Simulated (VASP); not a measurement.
Write the native input for VASP 6.6.1 that does the following.

```
Task                   : single point
Functional             : PBE
Potentials or basis    : VASP PAW PBE potentials, release 64 (Cd, S)
Cutoff                 : 520 eV
k mesh                 : 7 × 7 × 2
Occupations            : gaussian, width 0.05 eV
Spin                   : no spin polarisation
Dipole correction      : no
Further INCAR settings : ALGO = Normal; EDIFF = 1e-07; NBANDS = 46
```

The structure of CdS lies in POSCAR:

```
CdS
1.0
   -2.0985806452     -3.6348483013      0.0000000000
    2.0985806452     -3.6348483013      0.0000000000
    0.8744086022     -1.5145201255     13.6554617430
Cd S
4 4
Direct
    0.6666666667      0.2892382275      0.9058282541
    0.6666666667      0.4975715608      0.4058282541
    0.3333333333      0.2684048941      0.1558282541
    0.3333333333      0.0600715608      0.6558282541
    0.6666666667      0.6274284392      0.0941717459
    0.6666666667      0.4190951059      0.5941717459
    0.3333333333      0.1899284392      0.3441717459
    0.3333333333     -0.0184048941      0.8441717459
```

The input as run:

INCAR

```
PREC = Accurate ; ENCUT = 520
EDIFF = 1E-7 ; ISMEAR = 0
SIGMA = 0.05 ; LREAL = False
LASPH = True ; NELM = 100
ALGO = Normal ; ISIF = 2
LWAVE = False ; LCHARG = False
GGA = PE ; NBANDS = 46
```

KPOINTS

```
regular mesh
0
Gamma
  7 7 2
```

Potentials or basis: VASP PAW PBE potentials, release 64 (Cd, S).

Run with:

```bash
$ cat potpaw_PBE.64/Cd/POTCAR potpaw_PBE.64/S/POTCAR > POTCAR
$ mpirun -np 1 vasp_std > vasp.out
```

It gave:

```json
{
 "Pressure": "-0.3 GPa",
 "Largest force": "0.603 eV/Å",
 "Band gap on the k mesh": "0.67 eV, direct"
}
```

Run time: 7.1 min on 1 thread of Intel(R) Xeon(R) Platinum 8259CL CPU @ 2.50GHz (Skylake/Cascade Lake), with other jobs on the host, peak memory 0.54 GiB.
